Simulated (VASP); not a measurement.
Pd:

```
Pd
1.0
     0.00000    2.67500    2.67500
     2.67500    0.00000    2.67500
     2.67500    2.67500    0.00000
Pd
2
Cartesian
  5.3500 5.3500 5.3500
  1.3375 1.3375 1.3375
```

This isn't the form of Pd at room conditions, which is fcc.

| Property | Result |
| --- | --- |
| Program | VASP 6.6.1 |
| Task | relaxation of cell and atoms |
| Functional | LDA |
| Potentials or basis | VASP PAW LDA potentials, release 64 (Pd) |
| Cutoff | 500 eV |
| k mesh | 7 × 7 × 7 |
| Occupations | gaussian, width 0.05 eV |
| Spin | no spin polarisation |

At the start: pressure 18.9 GPa; volume 19.14 Å³/atom.

How do energy, volume and symmetry change on relaxing?

Over 4 steps the energy falls by 152.7 meV/atom and the volume is 22.13 Å³/atom (+15.6 %); space group Fd-3m (No. 227, to 0.1 Å) before and after.

Step by step:
```tsv
step	energy change (eV)	largest force (eV/Å)	pressure (GPa)	volume (Å³)
1	0.0000	0.0000	18.92	38.28
2	-0.0003	0.0000	-10.32	52.22
3	-0.3053	0.0000	-0.21	44.39
4	-0.3053	0.0000	0.07	44.27
```

Final structure:
```
CELL_PARAMETERS angstrom
0.00000 2.80767 2.80767
2.80767 0.00000 2.80767
2.80767 2.80767 0.00000
ATOMIC_POSITIONS crystal
Pd 0.00000 0.00000 0.00000
Pd 0.25000 0.25000 0.25000
```

Caveat: the volume moved by over 15 % at a fixed basis, so the end points are rough.
